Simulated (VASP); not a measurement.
A run of VASP 6.6.1 is set up as follows.

Contents of INCAR:

```
PREC     = Accurate       # precision mode
ENCUT    = 520            # plane-wave cutoff, eV
EDIFF    = 1E-7           # SCF threshold, eV
ISMEAR   = 0              # smearing method
SIGMA    = 0.1            # smearing width, eV
LREAL    = F              # projectors in reciprocal space
LASPH    = T              # aspherical terms in the spheres
NELM     = 60             # most SCF steps
ALGO     = Normal         # electronic algorithm
ISIF     = 2              # what is computed and relaxed
LWAVE    = F              # write WAVECAR
LCHARG   = T              # write CHGCAR
GGA      = PE             # functional
LELF     = T              # ELF
LVHAR    = T            
NBANDS   = 32             # bands
```

File KPOINTS:

```
Automatic mesh
0
Gamma
  5 5 5
```

File POSCAR:

```
Zr3S2
1.0
    2.9025379727      1.6757810799      3.4877732718
   -2.9025379727      1.6757810799      3.4877732718
    0.0000000000     -3.3515621597      3.4877732718
Zr S
3 2
Direct
    0.8387270000      0.5000000000      0.1612730000
    0.5000000000      0.1612730000      0.8387270000
    0.1612730000      0.8387270000      0.5000000000
    0.6650230000      0.6650230000      0.6650230000
    0.3349770000      0.3349770000      0.3349770000
```

Potentials or basis: VASP PAW PBE potentials, release 64 (Zr_sv, S).

Launch:

```sh
$ cat potpaw_PBE.64/Zr_sv/POTCAR potpaw_PBE.64/S/POTCAR > POTCAR
$ mpirun -np 1 vasp_std > vasp.out
```

Problem. Predict the pressure.

Solution. -0.9 GPa.

Problem. Estimate the band gap on the k mesh.

Solution. Zero (band 24 reaches 8.98 eV, above the bottom of band 25 at 8.77 eV).

Stress tensor (GPa, compression positive):
```
-0.93  0.00  0.00
 0.00 -0.93  0.00
 0.00  0.00 -0.78
```
